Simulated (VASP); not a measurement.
Set up this calculation in VASP 6.6.1, as the native input.

- Task: single point
- Functional: PBE
- Potentials or basis: VASP PAW PBE potentials, release 64 (B, C)
- Cutoff: 520 eV
- k mesh: 6 × 6 × 6
- Occupations: gaussian, width 0.1 eV
- Spin: no spin polarisation
- Dipole correction: no
- Further INCAR settings: ALGO = Normal; EDIFF = 1e-06; NBANDS = 35

The structure of B6C lies in POSCAR:

```
B6C
1.0
    2.7774136820      1.6035405370      4.0817390003
   -2.7774136820      1.6035405370      4.0817390003
    0.0000000000     -3.2070810739      4.0817390003
B C
12 2
Direct
    0.8009352023      0.3207918645      0.8009352023
    0.8009352023      0.8009352023      0.3207918645
    0.3207918645      0.8009352023      0.8009352023
    0.1990647977      0.1990647977      0.6792081355
    0.6792081355      0.1990647977      0.1990647977
    0.1990647977      0.6792081355      0.1990647977
    0.0006621483      0.6642323449      0.0006621483
    0.6642323449      0.0006621483      0.0006621483
    0.0006621483      0.0006621483      0.6642323449
    0.9993378517      0.3357676551      0.9993378517
    0.9993378517      0.9993378517      0.3357676551
    0.3357676551      0.9993378517      0.9993378517
    0.6308608573      0.6308608573      0.6308608573
    0.3691391427      0.3691391427      0.3691391427
```

The input as run:

INCAR

```
  ALGO = Normal
  EDIFF = 1E-6
  ENCUT = 520
  GGA = PE
  ISIF = 2
  ISMEAR = 0
  LASPH = T
  LCHARG = T
  LELF = T
  LREAL = F
  LVHAR = T
  LWAVE = F
  NBANDS = 35
  NELM = 100
  PREC = Accurate
  SIGMA = 0.1
```

KPOINTS

```
k-points
0
Gamma
  6 6 6
```

Potentials or basis: VASP PAW PBE potentials, release 64 (B, C).

Run with:

```sh
$ cat potpaw_PBE.64/B/POTCAR potpaw_PBE.64/C/POTCAR > POTCAR
$ mpirun -np 1 vasp_std > vasp.out
```

It gave:

```yaml
Pressure: 0.1 GPa
Largest_force: 0.011 eV/Å
Band_gap_on_the_k_mesh: zero (band 22 reaches 4.08 eV, above the bottom of band 23 at 3.68 eV)
```

It took 3.8 min on 1 thread of AMD EPYC 7R13 Processor (Zen 3), with other jobs on the host, peak memory 0.24 GiB.
